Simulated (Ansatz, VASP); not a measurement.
Rh in VASP and in Ansatz

File POSCAR:

```
Rh
1.0
   -1.5217965875      1.5217965875      1.5217965875
    1.5217965875     -1.5217965875      1.5217965875
    1.5217965875      1.5217965875     -1.5217965875
Rh
1
Direct
    0.0000000000      0.0000000000      0.0000000000
```

Contents of INCAR.step1:

```
SYSTEM = Rh
  PREC = Accurate
  ENCUT = 520
  ISMEAR = 0
  SIGMA = 0.05
  LREAL = .FALSE.
  LASPH = .TRUE.
  NELM = 80
  NBANDS = 14
  GGA = PE
  ALGO = Normal
  EDIFF = 1E-4
  LWAVE = .TRUE.
  LCHARG = .FALSE.
```

The input INCAR.step2:

```
SYSTEM = Rh
  PREC = Accurate
  ENCUT = 520
  EDIFF = 1E-7
  ISMEAR = 0
  SIGMA = 0.05
  LREAL = .FALSE.
  LASPH = .TRUE.
  NELM = 80
  ALGO = Normal
  ISIF = 2
  LWAVE = .FALSE.
  LCHARG = .FALSE.
  METAGGA = R2SCAN
  LMIXTAU = .TRUE.
  NBANDS = 14
  ISTART = 1
```

The input KPOINTS:

```
Automatic mesh
0
G
  20 20 20
  0 0 0
```

Input for Ansatz:

```yaml
crystal:
  lattice:
    - [-1.5217965875, 1.5217965875, 1.5217965875]
    - [1.5217965875, -1.5217965875, 1.5217965875]
    - [1.5217965875, 1.5217965875, -1.5217965875]
  atoms:
    - { symbol: Rh, position: [0.0, 0.0, 0.0] }
basis:
  ecutwfc: 500
  ecutrho_ratio: 4
kpoints:
  mp_grid: { grid: [20, 20, 20] }
  band_path:
    path:
      - [[0.0, 0.0, 0.0], [0.5, -0.5, 0.5], [0.0, 0.0, 0.5], [0.0, 0.0, 0.0], [0.25, 0.25, 0.25], [0.5, -0.5, 0.5]]
      - [[0.25, 0.25, 0.25], [0.0, 0.0, 0.5]]
    npoints: 14
hamiltonian:
  xc: r2scan
scf:
  occupations: { method: gaussian, width: 0.05 }
  n_extra_bands: 10
output:
  forces: true
  stress: true
  eigenvalues: true
  populations: true
  dos: { projected: true, de: 0.02, nscf_kmesh: { grid: [30, 30, 30] } }
  bader: true
```

Alike in both runs: task single point; functional r2SCAN; k mesh 20 × 20 × 20; occupations gaussian, width 0.05 eV; no spin polarisation.

```csv
,VASP,Ansatz
version,VASP 6.6.1,Ansatz 0.2.0
potentials or method,"VASP PAW PBE potentials, release 64 (Rh_pv), cutoff 520 eV","scalar-relativistic, plane waves, PAW"
valence electrons in the cell,15,17
```

```csv
,VASP,Ansatz,Ansatz less VASP
gap on the k mesh at the Fermi level (eV),none,none,-
pressure (GPa),1.1,0.0,-1.16
```

VASP's potentials were made for PBE, not for r2SCAN. A gap of «none» marks a metal or a gap that the smearing closes. The functional is the same, so the differences come from potentials, cutoffs and numerics. VASP's potentials hold 15 valence electrons a cell and Ansatz's 17, so a difference there can come from the potentials and not from the codes.
